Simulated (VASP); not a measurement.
# HfO2 (Fm-3m) in VASP: a series of runs, part 2 of 2

VASP 6.6.1.

## (3) Relaxation of cell and atoms, BLYP+D4

File INCAR:

```
SYSTEM = HfO2
  PREC = Accurate
  ENCUT = 600
  EDIFF = 1E-6
  ISMEAR = -1
  SIGMA = 0.05
  LREAL = .False.
  LASPH = .True.
  NELM = 80
  ALGO = Normal
  ISIF = 3
  LWAVE = .False.
  LCHARG = .False.
  GGA = B5
  ALDAX = 1.0
  AGGAX = 1.0
  AGGAC = 1.0
  ALDAC = 0.0
  IVDW = 13
  VDW_S6 = 1.0
  VDW_S8 = 2.34076671
  VDW_A1 = 0.44488865
  VDW_A2 = 4.0933009
  IBRION = 2
  NSW = 60
  EDIFFG = -0.01
```

File KPOINTS:

```
regular mesh
0
Gamma
  9 9 9
  0 0 0
```

File POSCAR:

```
HfO2
1.0
    0.0000000000      2.5575000000      2.5575000000
    2.5575000000      0.0000000000      2.5575000000
    2.5575000000      2.5575000000      0.0000000000
Hf O
1 2
Direct
    0.0000000000      0.0000000000      0.0000000000
    0.7500000000      0.7500000000      0.7500000000
    0.2500000000      0.2500000000      0.2500000000
```

Potentials or basis: VASP PAW PBE potentials, release 64 (Hf_pv, O).

The run is started by

```console
> cat potpaw_PBE.64/Hf_pv/POTCAR potpaw_PBE.64/O/POTCAR > POTCAR
> mpirun -np 1 vasp_std > vasp.out
```

OUTCAR:

```text
SYSTEM = HfO2
   PREC = Accurate
   ENCUT = 600
   EDIFF = 1E-6
   ISMEAR = -1
   LREAL = .False.
   LASPH = .True.
   NELM = 80
   ISIF = 3
   GGA = B5
   IVDW = 13
   IBRION = 2
   NSW = 60
   EDIFFG = -0.01

 ion  position               nearest neighbor table
   1  0.000  0.000  0.000-   2 2.21   2 2.21   2 2.21   2 2.21   3 2.21   3 2.21   3 2.21   3 2.21

   2  0.750  0.750  0.750-   1 2.21   1 2.21   1 2.21   1 2.21
   3  0.250  0.250  0.250-   1 2.21   1 2.21   1 2.21   1 2.21

  LATTYP: Found a face centered cubic cell.
 ALAT       =     5.1150000000

  Lattice vectors:

 A1 = (   0.0000000000,   2.5575000000,   2.5575000000)
 A2 = (   2.5575000000,   0.0000000000,   2.5575000000)
 A3 = (   2.5575000000,   2.5575000000,   0.0000000000)

Analysis of symmetry for initial positions (statically):
=====================================================================
 Subroutine PRICEL returns:
 Original cell was already a primitive cell.

 Routine SETGRP: Setting up the symmetry group for a
 face centered cubic supercell.

 Subroutine GETGRP returns: Found 48 space group operations
[... 9 lines left out ...]

 Routine SETGRP: Setting up the symmetry group for a
 face centered cubic supercell.

 Subroutine GETGRP returns: Found 48 space group operations
[... 11 lines left out ...]
                                     Primitive cell

  volume of cell :      33.4562

  direct lattice vectors                    reciprocal lattice vectors
[... 136 lines left out ...]
  free energy    TOTEN  =       -28.91652649 eV

  energy without entropy =      -28.91652649  energy(sigma->0) =      -28.91652649

------------------------ aborting loop because EDIFF is reached ----------------------------------------

  DFT-D4 for vdW energy calculation

  Edisp (eV):   -1.05565
[... 73 lines left out ...]
--------------------------------------- Ionic step        3  -------------------------------------------

 number of electron      21.9999996 magnetization

 Free energy of the ion-electron system (eV)
  ---------------------------------------------------
  ext. energy  EPLUGINS =         0.00000000
  ---------------------------------------------------
  free energy    TOTEN  =       -28.90016486 eV

  energy without entropy =      -28.90016486  energy(sigma->0) =      -28.90016486

 E-fermi :   5.5335     XC(G=0): -11.2595

 val. band max:        4.5407855048   @ k =  -0.4444   0.4444   0.0000
 cond. band min:       8.4880365081   @ k =   0.0000   0.0000   0.0000
 fundamental gap:      3.9472510032
 Fermi energy:         5.5335472550

 k-point     1 :       0.0000    0.0000    0.0000
  band No.  band energies     occupation
      1     -25.0108      2.00000
      2     -25.0108      2.00000
      3     -25.0108      2.00000
      4     -13.9776      2.00000
      5     -11.0004      2.00000
      6      -0.6571      2.00000
      7      -0.6571      2.00000
      8      -0.6571      2.00000
      9       4.0003      2.00000
     10       4.0003      2.00000
     11       4.0003      2.00000
     12       8.4880      0.00000
     13       8.4880      0.00000
     14      10.7105      0.00000
[... 401 lines left out ...]
      2     -25.1276      2.00000
      3     -25.1276      2.00000
      4     -12.2380      2.00000
      5     -11.9316      2.00000
      6      -1.5908      2.00000
      7       1.1011      2.00000
      8       1.1011      2.00000
      9       3.1869      2.00000
     10       3.1869      2.00000
     11       4.3533      2.00000
     12       8.5235      0.00000
     13       9.9859      0.00000
     14      11.4357      0.00000
     15      12.7150      0.00000

 [... further k-points ...]

------------------------ aborting loop because EDIFF is reached ----------------------------------------

  DFT-D4 for vdW energy calculation

  Edisp (eV):   -1.08419
[... 26 lines left out ...]
  FREE ENERGIE OF THE ION-ELECTRON SYSTEM (eV)
  ---------------------------------------------------
  free  energy   TOTEN  =       -29.9843506741 eV

  energy  without entropy=      -29.9843506740  energy(sigma->0) =      -29.98435067

 reached required accuracy - stopping structural energy minimisation
```

OSZICAR:

```text
N       E                     dE             d eps       ncg     rms          rms(c)
DAV:   1     0.111815103682E+03    0.11182E+03   -0.14160E+04  1050   0.162E+03
DAV:   2    -0.316045880455E+02   -0.14342E+03   -0.13988E+03  1337   0.340E+02
DAV:   3    -0.356748028251E+02   -0.40702E+01   -0.40667E+01  1337   0.567E+01
[... 27 lines left out ...]
DAV:   7    -0.289001772408E+02    0.29434E-03   -0.99254E-04  1141   0.229E-01    0.267E-01
DAV:   8    -0.289001723134E+02    0.49274E-05   -0.19019E-05  1341   0.350E-02    0.203E-01
DAV:   9    -0.289001687380E+02    0.35754E-05   -0.47006E-06  1113   0.160E-02    0.145E-01
DAV:  10    -0.289001646320E+02    0.41060E-05   -0.30467E-05  1148   0.383E-02    0.213E-02
DAV:  11    -0.289001648573E+02   -0.22526E-06   -0.98753E-07   553   0.886E-03
   3 F= -.29984351E+02 E0= -.29984351E+02  d E =-.121707E-01
```

Wall time 84 s (1 thread of Intel Xeon 6975P-C, shared host); peak memory 0.19 GiB.

Results:

- Free energy: -29.9844 eV
- Relaxed volume: 10.91 Å³/atom
- Relaxed cell: a = 3.591 Å, b = 3.591 Å, c = 3.591 Å, α = 60.00°, β = 60.00°, γ = 60.00°
- Space group after relaxing (to 0.05 Å): Fm-3m (No. 225)
- Energy gained by relaxing: 4.1 meV/atom
- Ionic steps: 3
- Pressure after relaxing: -0.1 GPa
- Band gap on the k mesh: 3.95 eV, indirect (least direct gap 4.09 eV)
- Dispersion energy per atom: -0.361 eV

The path:
| step | energy change (eV) | largest force (eV/Å) | pressure (GPa) | volume (Å³) |
| --- | --- | --- | --- | --- |
| 1 | 0.0000 | 0.0000 | -5.25 | 33.46 |
| 2 | 0.0134 | 0.0000 | 8.28 | 31.72 |
| 3 | -0.0122 | 0.0000 | -0.05 | 32.73 |

Final structure:
```yaml
crystal:
  lattice:
    - [0.00000, 2.53898, 2.53898]
    - [2.53898, 0.00000, 2.53898]
    - [2.53898, 2.53898, 0.00000]
  atoms:
    - { symbol: Hf, position: [0.00000, 0.00000, 0.00000] }
    - { symbol: O, position: [0.75000, 0.75000, 0.75000] }
    - { symbol: O, position: [0.25000, 0.25000, 0.25000] }
```

Caveat: the PAW data sets were made with another functional, which shifts forces and pressure a little; spin-orbit coupling is left out, which moves the levels of the heavy elements. Expect the measured gap to be larger: semilocal functionals such as BLYP lack the derivative discontinuity.

## (4) Single point, LDA

This run uses another cell than the first one, of 10.42 Å³/atom, 0.935 times its volume.

File INCAR:

```
ALGO = Normal
EDIFF = 1E-6
ENCUT = 520
ISIF = 2
ISMEAR = -1
LASPH = True
LCHARG = False
LREAL = False
LWAVE = False
NBANDS = 18
NELM = 60
PREC = Accurate
SIGMA = 0.05
```

File KPOINTS:

```
k-points
0
Gamma
  9 9 9
```

File POSCAR:

```
HfO2
1.0
    0.0000000000      2.5005340464      2.5005340464
    2.5005340464      0.0000000000      2.5005340464
    2.5005340464      2.5005340464      0.0000000000
Hf O
1 2
Direct
    0.0000000000      0.0000000000      0.0000000000
    0.7500000000      0.7500000000      0.7500000000
    0.2500000000      0.2500000000      0.2500000000
```

Potentials or basis: VASP PAW LDA potentials, release 64 (Hf_pv, O).

The run is started by

```console
> cat potpaw_LDA.64/Hf_pv/POTCAR potpaw_LDA.64/O/POTCAR > POTCAR
> mpirun -np 1 vasp_std > vasp.out
```

Wall time 20 s (1 thread of Intel Xeon 8259CL, shared host); peak memory 0.15 GiB.

It converged, with:

```
Free energy            : -33.0679 eV
Pressure               : -3.2 GPa
Band gap on the k mesh : 3.82 eV, indirect (least direct gap 3.95 eV)
```

Levels at points of the mesh, in eV from the valence-band top:
```csv
k point,band 8,band 9,band 10,band 11,band 12,band 13,band 14,band 15
"(0.00, 0.00, 0.00)",-5.61,-0.58,-0.58,-0.58,3.83,3.83,6.07,10.95
```

Caveat: spin-orbit coupling is left out, which moves the levels of the heavy elements.

## (5) Overview

```csv
task,level,potentials or basis,cell,cutoff (eV),gap on the mesh (eV),pressure (GPa),relaxed volume (Å³/atom)
relaxation of cell and atoms,BLYP+D3(BJ),"VASP PAW PBE potentials, release 64 (Hf_pv, O)","relaxed from a = 3.617 Å, angles 60.0°, 3 atoms",600,3.97,-0.1,10.83
relaxation of cell and atoms,BLYP+D4,"VASP PAW PBE potentials, release 64 (Hf_pv, O)","relaxed from a = 3.617 Å, angles 60.0°, 3 atoms",600,3.95,-0.1,10.91
single point,LDA,"VASP PAW LDA potentials, release 64 (Hf_pv, O)","a = 3.536 Å, angles 60.0°, 3 atoms",520,3.82,-3.2,-
```

Alike in all rows: no spin polarisation; k mesh 9 × 9 × 9; smearing fermi-dirac 0.05 eV.

Caveats: spin-orbit coupling is left out, which moves the levels of the heavy elements; the PAW data sets were made with another functional, which shifts forces and pressure a little (some runs).

Total energies depend on the potentials used, so only differences within one code and one set of settings carry meaning.
